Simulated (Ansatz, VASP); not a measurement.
**Se: VASP beside Ansatz**

```
CELL_PARAMETERS angstrom
4.17863 0.00000 0.00000
-2.08931 3.61880 0.00000
0.00000 0.00000 4.86016
ATOMIC_POSITIONS crystal
Se 0.24735 0.00000 0.33333
Se 0.00000 0.24735 0.66667
Se 0.75265 0.75265 0.00000
```

Alike in both runs: task single point; functional PBE; dispersion D3(BJ); k mesh 12 × 12 × 8; occupations gaussian, width 0.05 eV; no spin polarisation.

|  | VASP | Ansatz |
| --- | --- | --- |
| version | VASP 6.6.1 | Ansatz 0.2.0 |
| potentials or method | VASP PAW PBE potentials, release 64 (Se), cutoff 520 eV | scalar-relativistic, plane waves, PAW |
| valence electrons in the cell | 18 | 48 |

```tsv
	VASP	Ansatz	Ansatz less VASP
gap on the k mesh at the Fermi level (eV)	0.55	0.55	-0.001
least direct gap on the mesh (eV)	1.16	1.17	+0.009
pressure (GPa)	1.7	1.6	-0.12
traceless stress, the component that is largest in VASP (GPa)	2.18	2.15	-0.035
rms of the force components (eV/Å)	0.052	0.038	-0.0148
```

Atom by atom the forces differ by 0.015 eV/Å (rms over components). VASP's potentials hold 18 valence electrons a cell and Ansatz's 48, so a difference there can come from the potentials and not from the codes.
